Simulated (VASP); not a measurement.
# MgSe: single point with PBE-based screened hybrid

MgSe:

```xyz
2
Lattice="0.0000 2.7255 2.7255 2.7255 0.0000 2.7255 2.7255 2.7255 0.0000" Properties=species:S:1:pos:R:3 pbc="T T T"
Mg    0.0000    0.0000    0.0000
Se    2.7255    2.7255    2.7255
```

```yaml
Program: VASP 6.6.1
Task: single point
Functional: PBE-based screened hybrid
Potentials_or_basis: VASP PAW PBE potentials, release 64 (Mg, Se)
Cutoff: 520 eV
k_mesh: 4 × 4 × 4
Occupations: gaussian, width 0.05 eV
Spin: no spin polarisation
```

```json
{
 "Pressure": "0.2 GPa",
 "Band gap on the k mesh": "2.51 eV, indirect (least direct gap 3.55 eV)"
}
```

Levels at points of the mesh, in eV from the valence-band top:
```
           k point  band 1  band 2  band 3  band 4  band 5  band 6  band 7  band 8  band 9
(0.00, 0.00, 0.00)  -14.49    0.00    0.00    0.00    3.55    8.29    8.29    8.29   11.00
(0.50, 0.00, 0.00)  -13.22   -5.31   -0.64   -0.64    4.65    6.96    6.96    9.79   12.70
(0.50, 0.50, 0.00)  -12.85   -4.60   -1.93   -1.93    2.51    4.66   13.10   13.54   13.54
```

Wall time 76 s on 1 thread of Intel(R) Xeon(R) 6975P-C (Granite Rapids) (shared host), peak memory 0.28 GiB.

Caveat: the k points lie up to 0.50 Å⁻¹ apart; the PAW data sets were made with another functional, which shifts forces and pressure a little. A k mesh can miss the band edges.
